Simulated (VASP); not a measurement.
# Ti in VASP: notebook, part 2 of 2

VASP 6.6.1. Earlier steps stand in the parts before.

### 4 Single point, PBEsol (equal xy, yz and zx shear strains of +3 %)

INCAR

```
SYSTEM = Ti
PREC = Accurate ; ENCUT = 520
EDIFF = 1E-6 ; ISMEAR = -1
SIGMA = 0.05 ; LREAL = .False.
LASPH = .True. ; NELM = 80
ALGO = Normal ; ISIF = 2
LWAVE = .False. ; LCHARG = .True.
GGA = PS ; LELF = .True.
LVHAR = .True. ; NBANDS = 12
```

KPOINTS

```
regular mesh
0
Gamma
  14 14 14
  0 0 0
```

POSCAR

```
Ti
1.0
   -1.5917700000      1.6410000000      1.6410000000
    1.6410000000     -1.5917700000      1.6410000000
    1.6410000000      1.6410000000     -1.5917700000
Ti
1
Direct
    0.0000000000      0.0000000000      0.0000000000
```

Potentials or basis: VASP PAW PBE potentials, release 64 (Ti_sv).

On the command line:

```console
$ cat potpaw_PBE.64/Ti_sv/POTCAR > POTCAR
$ mpirun -np 1 vasp_std > vasp.out
```

OUTCAR:

```text
SYSTEM = Ti
   PREC = Accurate
   ENCUT = 520
   EDIFF = 1E-6
   ISMEAR = -1
   LREAL = .False.
   LASPH = .True.
   NELM = 80
   ISIF = 2
   GGA = PS

 ion  position               nearest neighbor table
   1  0.000  0.000  0.000-

  LATTYP: Found a trigonal (rhomboedric) cell.
 ALAT       =     2.8141595074
 COS(alpha) =    -0.3196300452

  Lattice vectors:

 A1 = (  -1.5917700000,   1.6410000000,   1.6410000000)
 A2 = (   1.6410000000,  -1.5917700000,   1.6410000000)
 A3 = (   1.6410000000,   1.6410000000,  -1.5917700000)

Analysis of symmetry for initial positions (statically):
=====================================================================
 Subroutine PRICEL returns:
 Original cell was already a primitive cell.

 Routine SETGRP: Setting up the symmetry group for a
 trigonal (rhombohedral) supercell.

 Subroutine GETGRP returns: Found 12 space group operations
 (whereof 12 operations were pure point group operations)
 out of a pool of 12 trial point group operations.

The static configuration has the point symmetry D_3d.

Analysis of symmetry for dynamics (positions and initial velocities):
=====================================================================
 Subroutine PRICEL returns:
 Original cell was already a primitive cell.

 Routine SETGRP: Setting up the symmetry group for a
 trigonal (rhombohedral) supercell.

 Subroutine GETGRP returns: Found 12 space group operations
 (whereof 12 operations were pure point group operations)
 out of a pool of 12 trial point group operations.

The dynamic configuration has the point symmetry D_3d.

 Subroutine INISYM returns: Found 12 space group operations
 (whereof 12 operations are pure point group operations),
 and found     1 'primitive' translations

----------------------------------------------------------------------------------------

                                     Primitive cell

  volume of cell :      17.6643

  direct lattice vectors                    reciprocal lattice vectors
    -1.591770000  1.641000000  1.641000000    -0.009009677  0.300322567  0.300322567
     1.641000000 -1.591770000  1.641000000     0.300322567 -0.009009677  0.300322567
     1.641000000  1.641000000 -1.591770000     0.300322567  0.300322567 -0.009009677

  length of vectors
     2.814159507  2.814159507  2.814159507     0.424815799  0.424815799  0.424815799

  position of ions in fractional coordinates (direct lattice)
     0.000000000  0.000000000  0.000000000

  ion indices of the primitive-cell ions
   primitive index   ion index
                 1           1

----------------------------------------------------------------------------------------

 KPOINTS: regular mesh

Automatic generation of k-mesh.
 Grid dimensions read from file:
 generate k-points for:   14   14   14

 Generating k-lattice:

  Cartesian coordinates                     Fractional coordinates (reciprocal lattice)
    -0.000643548  0.021451612  0.021451612     0.071428571  0.000000000  0.000000000
     0.021451612 -0.000643548  0.021451612     0.000000000  0.071428571  0.000000000
     0.021451612  0.021451612 -0.000643548     0.000000000  0.000000000  0.071428571

  Length of vectors
     0.030343986  0.030343986  0.030343986

  Shift w.r.t. Gamma in fractional coordinates (k-lattice)
     0.000000000  0.000000000  0.000000000

 Subroutine IBZKPT returns following result:
 ===========================================

 Found    288 irreducible k-points:

 Following reciprocal coordinates:
            Coordinates               Weight
  0.000000  0.000000  0.000000      1.000000
  0.071429  0.000000  0.000000      6.000000
  0.142857 -0.000000 -0.000000      6.000000
  0.214286  0.000000  0.000000      6.000000
  0.285714 -0.000000 -0.000000      6.000000
  0.357143 -0.000000 -0.000000      6.000000
[... 16 lines left out ...]
  0.214286  0.142857 -0.000000     12.000000
  0.285714  0.142857 -0.000000     12.000000
 [... further k-points ...]
   k-points           NKPTS =    288   k-points in BZ     NKDIM =    288   number of bands    NBANDS=     12
   number of dos      NEDOS =    301   number of ions     NIONS =      1
   total plane-waves  NPLWV =  13824
   dimension x,y,z NGX =    24 NGY =   24 NGZ =   24
   dimension x,y,z NGXF=    48 NGYF=   48 NGZF=   48
   ions per type =               1
   NGX,Y,Z   is equivalent  to a cutoff of  14.18, 14.18, 14.18 a.u.
   NGXF,Y,Z  is equivalent  to a cutoff of  28.36, 28.36, 28.36 a.u.
 SYSTEM =  Ti
   PREC   = accura    normal or accurate (medium, high low for compatibility)
   ISTART =      0    job   : 0-new  1-cont  2-samecut
   ICHARG =      2    charge: 1-file 2-atom 10-const
   ISPIN  =      1    spin polarized calculation?
   LNONCOLLINEAR =      F non collinear calculations
   LSORBIT =      F    spin-orbit coupling
   LASPH  =      T    aspherical Exc in radial PAW
   ENCUT  =  520.0 eV  38.22 Ry    6.18 a.u.   5.23  5.23  5.23*2*pi/ulx,y,z
   NELM   =     80;   NELMIN=  2; NELMDL= -5     # of ELM steps
   EDIFF  = 0.1E-05   stopping-criterion for ELM
   LREAL  =      F    real-space projection
   EDIFFG = 0.1E-04   stopping-criterion for IOM
   NSW    =      0    number of steps for IOM
   IBRION =     -1    ionic relax: 0-MD 1-quasi-New 2-CG
   NFREE  =      0    steps in history (QN), initial steepest desc. (CG)
   ISIF   =      2    stress and relaxation
   ISYM   =      2    0-nonsym 1-usesym 2-fastsym
   POTIM  = 0.5000    time-step for ionic-motion
   TEBEG  =    0.0;   TEEND  =   0.0 temperature during run
   PSTRESS=    0.0 pullay stress
   NELECT =      12.0000    total number of electrons
   NUPDOWN=      -1.0000    fix difference up-down
   EMIN   =  10.00;   EMAX   =-10.00  energy-range for DOS
   EFERMI =   0.00;   METHOD = LEGACY
   ISMEAR =    -1;   SIGMA  =   0.05  broadening in eV -4-tet -1-fermi 0-gaus
   EFERMI_NEDOS =   21; number of points for ismear=-14 and -15
   IALGO  =     38    algorithm
   IMIX   =      4    mixing-type and parameters
     AMIX     =   0.40;   BMIX     =  1.00
     AMIX_MAG =   1.60;   BMIX_MAG =  1.00
  volume/ion in A,a.u.               =      17.66       119.20
  Fermi-wavevector in a.u.,A,eV,Ry     =   1.439141  2.719583 28.179403  2.071128
  Thomas-Fermi vector in A             =   2.558030
   LORBIT       =      0    0 simple, 1 ext, 2 COOP (PROOUT), +10 PAW based schemes
   GGA     = PS    functional components
   LHFCALC =     F    Hartree Fock is set to
   AEXX    =    0.0000 exact exchange contribution
   IVDW    =     0    specifies the selected vdW correction
   LEPSILON=     F    determine dielectric tensor
   LRPA    =     F    only Hartree local field effects (RPA)
 non-spin polarized calculation
  energy-cutoff  :      520.00
  volume of cell :       17.66
 maximum number of plane-waves:       490
 NGX is ok and might be reduce to    24
   NGX = 11   NGY = 11   NGZ = 11

 number of electron      12.0000001 magnetization

 Free energy of the ion-electron system (eV)
  ---------------------------------------------------
  ext. energy  EPLUGINS =         0.00000000
  ---------------------------------------------------
  free energy    TOTEN  =        -8.21248404 eV

  energy without entropy =       -8.19230675  energy(sigma->0) =       -8.20239540

 E-fermi :   7.7773     XC(G=0): -11.5500

 val. band max:        7.7764854114   @ k =   0.2857   0.1429  -0.0000
 cond. band min:       7.7802130672   @ k =  -0.4286   0.3571   0.1429
 fundamental gap:      0.0037276558
 Fermi energy:         7.7772908167

 k-point     1 :       0.0000    0.0000    0.0000
  band No.  band energies     occupation
      1     -48.5464      2.00000
      2     -24.5487      2.00000
      3     -24.4959      2.00000
      4     -24.4959      2.00000
      5       1.8700      2.00000
      6       8.5866      0.00000
      7       8.5866      0.00000
      8       9.0416      0.00000
      9      10.5140      0.00000
     10      10.5140      0.00000
     11      24.7822      0.00000
     12      24.7822      0.00000
[... 331 lines left out ...]
 k-point    24 :       0.2857    0.1429   -0.0000
  band No.  band energies     occupation
      1     -48.4469      2.00000
      2     -24.9961      2.00000
      3     -24.7039      2.00000
      4     -24.5440      2.00000
      5       5.2224      2.00000
      6       7.5258      1.98699
      7       7.7765      1.00805
      8      10.3050      0.00000
      9      10.9387      0.00000
     10      11.6525      0.00000
     11      18.4138      0.00000
     12      20.8685      0.00000

 [... further k-points ...]
[... 5 lines left out ...]
  --------------------------------------------------------------------------------------
  -------------------------------------------------------------------------------------
  Total       -0.7516167     -0.7516167     -0.7516167     -0.1379163     -0.1379163     -0.1379163
  in kB      -68.1728671    -68.1728671    -68.1728671    -12.5092393    -12.5092393    -12.5092393
  external PRESSURE =     -68.1728671 kB  Pullay stress =       0.0000000 kB

 VOLUME and BASIS-vectors are now :
 -----------------------------------------------------------------------------
  energy-cutoff  :      520.00
  volume of cell :       17.66
      direct lattice vectors                 reciprocal lattice vectors
    -1.591770000  1.641000000  1.641000000    -0.009009677  0.300322567  0.300322567
     1.641000000 -1.591770000  1.641000000     0.300322567 -0.009009677  0.300322567
     1.641000000  1.641000000 -1.591770000     0.300322567  0.300322567 -0.009009677

 POSITION                                       TOTAL-FORCE (eV/Angst)
 -----------------------------------------------------------------------------------
      0.00000      0.00000      0.00000         0.000000      0.000000     -0.000000
 -----------------------------------------------------------------------------------
    total drift:                                0.000000      0.000000      0.000000

  FREE ENERGIE OF THE ION-ELECTRON SYSTEM (eV)
  ---------------------------------------------------
  free  energy   TOTEN  =        -8.2124840432 eV

  energy  without entropy=       -8.1923067520  energy(sigma->0) =       -8.20239540
```

OSZICAR:

```text
N       E                     dE             d eps       ncg     rms          rms(c)
DAV:   1     0.859100030216E+02    0.85910E+02   -0.64994E+03  6936   0.119E+03
DAV:   2    -0.511379485147E+01   -0.91024E+02   -0.88750E+02  7088   0.295E+02
DAV:   3    -0.933110598272E+01   -0.42173E+01   -0.41683E+01  9488   0.647E+01
DAV:   4    -0.941992624470E+01   -0.88820E-01   -0.88671E-01  7868   0.843E+00
DAV:   5    -0.942222887683E+01   -0.23026E-02   -0.23026E-02  7996   0.120E+00    0.854E+00
DAV:   6    -0.821043981208E+01    0.12118E+01   -0.28769E+00  7468   0.237E+01    0.202E+00
DAV:   7    -0.820442752454E+01    0.60123E-02   -0.75218E-02  8156   0.279E+00    0.124E+00
DAV:   8    -0.821204896160E+01   -0.76214E-02   -0.35401E-02  7204   0.226E+00    0.117E-01
DAV:   9    -0.821246044784E+01   -0.41149E-03   -0.23328E-03  8524   0.502E-01    0.734E-02
DAV:  10    -0.821250088395E+01   -0.40436E-04   -0.24935E-04  7244   0.179E-01    0.121E-02
DAV:  11    -0.821248426876E+01    0.16615E-04   -0.23674E-05  8004   0.758E-02    0.119E-02
DAV:  12    -0.821248404316E+01    0.22560E-06   -0.24896E-06  7156   0.200E-02
   1 F= -.82124840E+01 E0= -.82023954E+01  d E =-.201773E-01
```

It took 61 s on 1 thread of Intel Xeon 8259CL, shared host; peak memory 0.18 GiB.

Results:

```
Free energy            : -8.2125 eV
Pressure               : -6.8 GPa
Band gap on the k mesh : zero (bands 6 and 7 overlap by 1.41 eV)
```

Levels at points of the mesh, in eV from the Fermi level:
```tsv
k point	band 3	band 4	band 5	band 6	band 7	band 8	band 9	band 10
(0.00, 0.00, 0.00)	-32.27	-32.27	-5.91	0.81	0.81	1.26	2.74	2.74
(0.50, 0.00, 0.00)	-32.47	-32.28	-2.43	-0.43	0.91	2.78	3.13	4.12
(0.50, 0.50, 0.00)	-32.53	-32.30	-2.39	-0.35	1.32	2.63	2.94	4.28
(0.50, 0.50, 0.50)	-32.77	-32.68	-2.04	-2.04	3.59	3.99	3.99	8.14
```

Caveat: the cell differs from its parent crystal (equal xy, yz and zx shear strains of +3 %); the cell stands under tension; the PAW data sets were made with another functional, which shifts forces and pressure a little.

### 5 Single point, PBEsol (equal xy, yz and zx shear strains of -1 %)

INCAR

```
PREC = Accurate ; ENCUT = 520
EDIFF = 1E-6 ; ISMEAR = -1
SIGMA = 0.05 ; LREAL = F
LASPH = T ; NELM = 60
ALGO = Normal ; ISIF = 2
LWAVE = F ; LCHARG = F
GGA = PS ; NBANDS = 12
```

KPOINTS

```
Automatic mesh
0
Gamma
  14 14 14
```

POSCAR

```
Ti
1.0
   -1.6574100000      1.6410000000      1.6410000000
    1.6410000000     -1.6574100000      1.6410000000
    1.6410000000      1.6410000000     -1.6574100000
Ti
1
Direct
    0.0000000000      0.0000000000      0.0000000000
```

On the command line:

```console
$ cat potpaw_PBE.64/Ti_sv/POTCAR > POTCAR
$ mpirun -np 1 vasp_std > vasp.out
```

Wall time 58 s (1 thread of Intel Xeon 8259CL, shared host); peak memory 0.18 GiB.

The run converged. Its results:

* Free energy: -8.2173 eV
* Pressure: -6.8 GPa
* Band gap on the k mesh: zero (bands 6 and 7 overlap by 1.58 eV)

Stress tensor (GPa, compression positive):
```
-6.83  0.33  0.33
 0.33 -6.83  0.33
 0.33  0.33 -6.83
```

Levels at points of the mesh, in eV from the Fermi level:
```csv
k point,band 2,band 3,band 4,band 5,band 6,band 7,band 8,band 9,band 10,band 11
"(0.00, 0.00, 0.00)",-32.30,-32.30,-32.28,-5.91,0.88,1.02,1.02,2.71,2.71,17.11
"(0.50, 0.00, 0.00)",-32.95,-32.51,-32.30,-2.40,-0.36,1.18,2.66,3.00,4.23,8.67
"(0.50, 0.50, 0.00)",-32.93,-32.49,-32.29,-2.42,-0.40,1.04,2.72,3.07,4.18,8.51
"(0.50, 0.50, 0.50)",-32.76,-32.73,-32.73,-2.04,-2.04,3.82,3.82,3.94,8.21,8.21
```

Caveat: the cell differs from its parent crystal (equal xy, yz and zx shear strains of -1 %); the cell stands under tension; the PAW data sets were made with another functional, which shifts forces and pressure a little.

### 6 The runs side by side

| cell | gap on the mesh (eV) | pressure (GPa) |
| --- | --- | --- |
| a = 2.899 Å, angles 108.7, 108.7, 111.1°, 1 atom | none | -11.5 |
| a = 2.871 Å, angles 110.3°, 1 atom | none | -6.9 |
| a = 2.814 Å, angles 108.6°, 1 atom | none | -6.8 |
| a = 2.852 Å, angles 109.7°, 1 atom | none | -6.8 |

Alike in all rows: task single point; level PBEsol; potentials or basis VASP PAW PBE potentials, release 64 (Ti_sv); no spin polarisation; k mesh 14 × 14 × 14; cutoff (eV) 520; smearing fermi-dirac 0.05 eV.

Caveats: the cell stands under tension; the PAW data sets were made with another functional, which shifts forces and pressure a little.

Total energies depend on the potentials used, so only differences within one code and one set of settings carry meaning.
